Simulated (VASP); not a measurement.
# CuI (Cmcm) in VASP: settings compared

Aim: see how the results for CuI move with the level of theory and the settings. Levels: PBE, r2SCAN. Tasks: single point.

Everything below comes from runs of VASP 6.6.1. Logs are shortened: lines on timing, memory, paths and dates and some standing lists are left out, and cuts for length are marked.

## (1) The cell of the first run

It takes space group Cmcm (No. 63, orthorhombic). The conventional cell has a = 7.007 Å, b = 7.186 Å, c = 4.322 Å, α = 90.00°, β = 90.00°, γ = 90.00°. Within 3.3 Å of Cu (site symmetry m2m) lie 2 Cu at 2.47 Å and 3 I at 2.57 to 2.60 Å. Within 3.4 Å of I (site symmetry m2m) lie 3 Cu at 2.57 to 2.60 Å.

## (2) Single point, PBE

The input, INCAR:

```
SYSTEM = CuI
ALGO = Normal
EDIFF = 1E-6
ENCUT = 520
GGA = PE
ISIF = 2
ISMEAR = 0
LASPH = .TRUE.
LCHARG = .FALSE.
LREAL = .FALSE.
LWAVE = .FALSE.
NBANDS = 26
NELM = 60
PREC = Accurate
SIGMA = 0.01
```

The input, KPOINTS:

```
k-points
0
G
  6 6 6
  0 0 0
```

The input, POSCAR:

```
CuI
1.0
    3.5037460410     -3.5931531833      0.0000000000
    3.5037460410      3.5931531833      0.0000000000
    0.0000000000      0.0000000000      4.3220096083
Cu I
2 2
Direct
    0.4168025133      0.5831974867      0.7500000000
    0.5831974867      0.4168025133      0.2500000000
    0.7779467552      0.2220532448      0.7500000000
    0.2220532448      0.7779467552      0.2500000000
```

Potentials or basis: VASP PAW PBE potentials, release 64 (Cu, I).

Run with:

```console
$ cat potpaw_PBE.64/Cu/POTCAR potpaw_PBE.64/I/POTCAR > POTCAR
$ mpirun -np 1 vasp_std > vasp.out
```

OUTCAR:

```text
SYSTEM = CuI
   EDIFF = 1E-6
   ENCUT = 520
   GGA = PE
   ISIF = 2
   ISMEAR = 0
   LASPH = .TRUE.
   LREAL = .FALSE.
   NELM = 60
   PREC = Accurate

 ion  position               nearest neighbor table
   1  0.417  0.583  0.750-   2 2.47   2 2.47   4 2.57   4 2.57   3 2.60
   2  0.583  0.417  0.250-   1 2.47   1 2.47   3 2.57   3 2.57   4 2.60
   3  0.778  0.222  0.750-   2 2.57   2 2.57   1 2.60
   4  0.222  0.778  0.250-   1 2.57   1 2.57   2 2.60

  LATTYP: Found a base centered orthorhombic cell.
 ALAT       =     7.0074920820
 B/A-ratio  =     1.0255175864
 C/A-ratio  =     0.6167698169

  Lattice vectors:

 A1 = (   3.5037460410,  -3.5931531833,   0.0000000000)
 A2 = (   3.5037460410,   3.5931531833,   0.0000000000)
 A3 = (   0.0000000000,   0.0000000000,   4.3220096083)

Analysis of symmetry for initial positions (statically):
=====================================================================
 Subroutine PRICEL returns:
 Original cell was already a primitive cell.

 Routine SETGRP: Setting up the symmetry group for a
 base centered orthorhombic supercell.

 Subroutine GETGRP returns: Found  8 space group operations
 (whereof  4 operations were pure point group operations)
 out of a pool of  8 trial point group operations.

The static configuration has the point symmetry C_2h.
 The point group associated with its full space group is D_2h.

Analysis of symmetry for dynamics (positions and initial velocities):
=====================================================================
 Subroutine PRICEL returns:
 Original cell was already a primitive cell.

 Routine SETGRP: Setting up the symmetry group for a
 base centered orthorhombic supercell.

 Subroutine GETGRP returns: Found  8 space group operations
 (whereof  4 operations were pure point group operations)
 out of a pool of  8 trial point group operations.

The dynamic configuration has the point symmetry C_2h.
 The point group associated with its full space group is D_2h.

 Subroutine INISYM returns: Found  8 space group operations
 (whereof  4 operations are pure point group operations),
 and found     1 'primitive' translations

----------------------------------------------------------------------------------------

                                     Primitive cell

  volume of cell :     108.8238

  direct lattice vectors                    reciprocal lattice vectors
     3.503746041 -3.593153183  0.000000000     0.142704407 -0.139153544  0.000000000
     3.503746041  3.593153183  0.000000000     0.142704407  0.139153544  0.000000000
     0.000000000  0.000000000  4.322009608     0.000000000  0.000000000  0.231373849

  length of vectors
     5.018663778  5.018663778  4.322009608     0.199319484  0.199319484  0.231373849

  position of ions in fractional coordinates (direct lattice)
     0.416802513  0.583197487  0.750000000
     0.583197487  0.416802513  0.250000000
     0.777946755  0.222053245  0.750000000
     0.222053245  0.777946755  0.250000000

  ion indices of the primitive-cell ions
   primitive index   ion index
                 1           1
                 2           2
                 3           3
                 4           4

----------------------------------------------------------------------------------------

 KPOINTS: k-points

Automatic generation of k-mesh.
 Grid dimensions read from file:
 generate k-points for:    6    6    6

 Generating k-lattice:

  Cartesian coordinates                     Fractional coordinates (reciprocal lattice)
     0.023784068 -0.023192257  0.000000000     0.166666667  0.000000000  0.000000000
     0.023784068  0.023192257  0.000000000     0.000000000  0.166666667  0.000000000
     0.000000000  0.000000000  0.038562308     0.000000000  0.000000000  0.166666667

  Length of vectors
     0.033219914  0.033219914  0.038562308

  Shift w.r.t. Gamma in fractional coordinates (k-lattice)
     0.000000000  0.000000000  0.000000000

 Subroutine IBZKPT returns following result:
 ===========================================

 Found     52 irreducible k-points:

 Following reciprocal coordinates:
            Coordinates               Weight
  0.000000  0.000000  0.000000      1.000000
  0.166667  0.000000  0.000000      4.000000
  0.333333  0.000000  0.000000      4.000000
  0.500000  0.000000  0.000000      2.000000
  0.166667  0.166667  0.000000      2.000000
  0.333333  0.166667  0.000000      4.000000
[... 16 lines left out ...]
  0.333333  0.333333  0.166667      4.000000
  0.500000  0.333333  0.166667      8.000000
 [... further k-points ...]
   k-points           NKPTS =     52   k-points in BZ     NKDIM =     52   number of bands    NBANDS=     26
   number of dos      NEDOS =    301   number of ions     NIONS =      4
   total plane-waves  NPLWV =  51200
   dimension x,y,z NGX =    40 NGY =   40 NGZ =   32
   dimension x,y,z NGXF=    80 NGYF=   80 NGZF=   64
   ions per type =               2   2
   NGX,Y,Z   is equivalent  to a cutoff of  13.25, 13.25, 12.31 a.u.
   NGXF,Y,Z  is equivalent  to a cutoff of  26.50, 26.50, 24.62 a.u.
 SYSTEM =  CuI
   PREC   = accura    normal or accurate (medium, high low for compatibility)
   ISTART =      0    job   : 0-new  1-cont  2-samecut
   ICHARG =      2    charge: 1-file 2-atom 10-const
   ISPIN  =      1    spin polarized calculation?
   LNONCOLLINEAR =      F non collinear calculations
   LSORBIT =      F    spin-orbit coupling
   LASPH  =      T    aspherical Exc in radial PAW
   ENCUT  =  520.0 eV  38.22 Ry    6.18 a.u.   9.33  9.33  8.04*2*pi/ulx,y,z
   NELM   =     60;   NELMIN=  2; NELMDL= -5     # of ELM steps
   EDIFF  = 0.1E-05   stopping-criterion for ELM
   LREAL  =      F    real-space projection
   EDIFFG = 0.1E-04   stopping-criterion for IOM
   NSW    =      0    number of steps for IOM
   IBRION =     -1    ionic relax: 0-MD 1-quasi-New 2-CG
   NFREE  =      0    steps in history (QN), initial steepest desc. (CG)
   ISIF   =      2    stress and relaxation
   ISYM   =      2    0-nonsym 1-usesym 2-fastsym
   POTIM  = 0.5000    time-step for ionic-motion
   TEBEG  =    0.0;   TEEND  =   0.0 temperature during run
   PSTRESS=    0.0 pullay stress
   NELECT =      36.0000    total number of electrons
   NUPDOWN=      -1.0000    fix difference up-down
   EMIN   =  10.00;   EMAX   =-10.00  energy-range for DOS
   EFERMI =   0.00;   METHOD = LEGACY
   ISMEAR =     0;   SIGMA  =   0.01  broadening in eV -4-tet -1-fermi 0-gaus
   EFERMI_NEDOS =   21; number of points for ismear=-14 and -15
   IALGO  =     38    algorithm
   IMIX   =      4    mixing-type and parameters
     AMIX     =   0.40;   BMIX     =  1.00
     AMIX_MAG =   1.60;   BMIX_MAG =  1.00
  volume/ion in A,a.u.               =      27.21       183.59
  Fermi-wavevector in a.u.,A,eV,Ry     =   1.132229  2.139603 17.441889  1.281943
  Thomas-Fermi vector in A             =   2.268930
   LORBIT       =      0    0 simple, 1 ext, 2 COOP (PROOUT), +10 PAW based schemes
   GGA     = PE    functional components
   LHFCALC =     F    Hartree Fock is set to
   AEXX    =    0.0000 exact exchange contribution
   IVDW    =     0    specifies the selected vdW correction
   LEPSILON=     F    determine dielectric tensor
   LRPA    =     F    only Hartree local field effects (RPA)
 non-spin polarized calculation
 Gauss-broadening in eV      SIGMA  =   0.01
  energy-cutoff  :      520.00
  volume of cell :      108.82
 maximum number of plane-waves:      2952
 NGX is ok and might be reduce to    40
   NGX = 19   NGY = 19   NGZ = 17

 number of electron      35.9999992 magnetization

 Free energy of the ion-electron system (eV)
  ---------------------------------------------------
  ext. energy  EPLUGINS =         0.00000000
  ---------------------------------------------------
  free energy    TOTEN  =       -10.84694214 eV

  energy without entropy =      -10.84694214  energy(sigma->0) =      -10.84694214

 E-fermi :   4.8340     XC(G=0):  -9.0936

 val. band max:        4.7477704543   @ k =   0.0000   0.0000   0.0000
 cond. band min:       5.7091554101   @ k =   0.0000   0.0000   0.0000
 fundamental gap:      0.9613849558
 Fermi energy:         4.8339669084

 k-point     1 :       0.0000    0.0000    0.0000
  band No.  band energies     occupation
      1      -9.3459      2.00000
      2      -8.3645      2.00000
      3      -0.8781      2.00000
      4       0.5071      2.00000
      5       0.5285      2.00000
      6       0.6339      2.00000
[... 18 lines left out ...]
     25      12.5753      0.00000
     26      13.3002      0.00000

 k-point     2 :       0.1667    0.0000    0.0000
  band No.  band energies     occupation
      1      -9.2812      2.00000
      2      -8.4293      2.00000
      3      -0.8364      2.00000
      4       0.3695      2.00000
      5       0.5094      2.00000
      6       0.5838      2.00000
[... 18 lines left out ...]
     25      12.6117      0.00000
     26      13.0836      0.00000

 k-point     3 :       0.3333    0.0000    0.0000
  band No.  band energies     occupation
      1      -9.1026      2.00000
      2      -8.6086      2.00000
      3      -0.6899      2.00000
      4       0.0178      2.00000
      5       0.4100      2.00000
      6       0.7606      2.00000
[... 18 lines left out ...]
     25      12.4852      0.00000
     26      12.6257      0.00000

 k-point     4 :       0.5000    0.0000    0.0000
  band No.  band energies     occupation
      1      -8.8578      2.00000
      2      -8.8541      2.00000
      3      -0.4441      2.00000
      4      -0.3398      2.00000
      5       0.3762      2.00000
      6       0.9446      2.00000
[... 18 lines left out ...]
     25      12.0337      0.00000
     26      12.0559      0.00000
[... 496 lines left out ...]
      1      -9.1190      2.00000
      2      -8.4920      2.00000
      3      -0.6913      2.00000
      4      -0.1383      2.00000
      5       0.4686      2.00000
      6       0.5649      2.00000
[... 18 lines left out ...]
     25      11.8811      0.00000
     26      12.3710      0.00000

 k-point    23 :       0.3333    0.3333    0.1667
  band No.  band energies     occupation
      1      -8.9204      2.00000
      2      -8.6168      2.00000
      3      -1.2818      2.00000
      4       0.0865      2.00000
      5       0.4950      2.00000
      6       0.6152      2.00000
[... 18 lines left out ...]
     25      11.9023      0.00000
     26      12.9501      0.00000

 k-point    24 :       0.5000    0.3333    0.1667
  band No.  band energies     occupation
      1      -8.8073      2.00000
      2      -8.7130      2.00000
      3      -1.3003      2.00000
      4      -0.0335      2.00000
      5       0.2998      2.00000
      6       0.5955      2.00000
[... 18 lines left out ...]
     25      12.2194      0.00000
     26      12.7706      0.00000

 [... further k-points ...]

------------------------ aborting loop because EDIFF is reached ----------------------------------------

  FORCE on cell =-STRESS in cart. coord.  units (eV):
  Direction    XX          YY          ZZ          XY          YZ          ZX
  --------------------------------------------------------------------------------------
  -------------------------------------------------------------------------------------
  Total        1.2158331      1.7555268      1.7944402      0.0000000      0.0000000      0.0000000
  in kB       17.9003059     25.8460377     26.4189472      0.0000000      0.0000000      0.0000000
  external PRESSURE =      23.3884303 kB  Pullay stress =       0.0000000 kB

 VOLUME and BASIS-vectors are now :
 -----------------------------------------------------------------------------
  energy-cutoff  :      520.00
  volume of cell :      108.82
      direct lattice vectors                 reciprocal lattice vectors
     3.503746041 -3.593153183  0.000000000     0.142704407 -0.139153544  0.000000000
     3.503746041  3.593153183  0.000000000     0.142704407  0.139153544  0.000000000
     0.000000000  0.000000000  4.322009608     0.000000000  0.000000000  0.231373849

 POSITION                                       TOTAL-FORCE (eV/Angst)
 -----------------------------------------------------------------------------------
      3.50375      0.59788      3.24151         0.000000      0.082525     -0.000000
      3.50375     -0.59788      1.08050         0.000000     -0.082525      0.000000
      3.50375     -1.99741      3.24151         0.000000     -0.158740     -0.000000
      3.50375      1.99741      1.08050         0.000000      0.158740      0.000000
 -----------------------------------------------------------------------------------
    total drift:                               -0.000000     -0.000000      0.000000

  FREE ENERGIE OF THE ION-ELECTRON SYSTEM (eV)
  ---------------------------------------------------
  free  energy   TOTEN  =       -10.8469421360 eV

  energy  without entropy=      -10.8469421360  energy(sigma->0) =      -10.84694214
```

Run time: 2.8 min. Hardware: 1 thread of Oxide Virtual Turin-like, shared host; peak memory 0.26 GiB.

Results:

```yaml
Free_energy: -10.8469 eV
Pressure: 2.3 GPa
Largest_force: 0.159 eV/Å
Band_gap_on_the_k_mesh: 0.96 eV
```

Forces in eV/Å, atoms in the order of the input:
```
Cu   0.000  0.083  0.000
Cu   0.000 -0.083  0.000
I    0.000 -0.159  0.000
I    0.000  0.159  0.000
```

Caveat: spin-orbit coupling is left out, which moves the levels of the heavy elements.

## (3) Single point, r2SCAN

POSCAR is that of step 2.

The input, INCAR.step1:

```
  ALGO = Normal
  EDIFF = 1E-4
  ENCUT = 520
  GGA = PE
  ISMEAR = 0
  LASPH = T
  LCHARG = F
  LREAL = F
  LWAVE = T
  NBANDS = 26
  NELM = 80
  PREC = Accurate
  SIGMA = 0.01
```

The input, INCAR.step2:

```
  ALGO = Normal
  EDIFF = 1E-7
  ENCUT = 520
  ISIF = 2
  ISMEAR = 0
  ISTART = 1
  LASPH = T
  LCHARG = F
  LMIXTAU = T
  LREAL = F
  LWAVE = F
  METAGGA = R2SCAN
  NBANDS = 26
  NELM = 80
  PREC = Accurate
  SIGMA = 0.01
```

The input, KPOINTS:

```
k-points
0
Gamma
  6 6 6
```

Potentials or basis: VASP PAW PBE potentials, release 64 (Cu, I).

Run with:

```console
$ cat potpaw_PBE.64/Cu/POTCAR potpaw_PBE.64/I/POTCAR > POTCAR
$ cp INCAR.step1 INCAR
$ mpirun -np 1 vasp_std > vasp.out
$ cp INCAR.step2 INCAR
$ mpirun -np 1 vasp_std > vasp.out
```

It took 15 min on 1 thread of Oxide Virtual Turin-like, shared host; peak memory 0.28 GiB.

Results (log left out):

| Item | Value |
| --- | --- |
| Free energy | -71.3385 eV |
| Pressure | 1.0 GPa |
| Largest force | 0.036 eV/Å |
| Band gap on the k mesh | 1.36 eV |

Forces on the atoms (eV/Å):
```
Cu   0.000  0.036  0.000
Cu   0.000 -0.036  0.000
I    0.000  0.012  0.000
I    0.000 -0.012  0.000
```

Levels at points of the mesh, in eV from the valence-band top:
```csv
k point,band 15,band 16,band 17,band 18,band 19,band 20,band 21,band 22
"(0.00, 0.00, 0.00)",-1.87,-1.59,-0.97,0.00,1.36,1.79,2.47,5.02
"(0.50, 0.00, 0.00)",-1.89,-1.42,-1.39,-0.54,2.93,3.43,3.98,4.08
"(0.50, 0.50, 0.00)",-1.88,-1.20,-0.78,-0.29,1.84,3.10,4.19,5.36
"(0.00, 0.00, 0.50)",-1.90,-1.90,-1.77,-1.77,4.08,4.08,4.13,4.13
"(0.50, 0.00, 0.50)",-1.92,-1.92,-1.36,-1.36,2.36,2.36,3.77,3.77
"(0.50, 0.50, 0.50)",-1.88,-1.88,-1.74,-1.74,4.46,4.46,5.39,5.39
```

Caveat: the PAW data sets were made with another functional, which shifts forces and pressure a little; spin-orbit coupling is left out, which moves the levels of the heavy elements. A k mesh can miss the band edges.
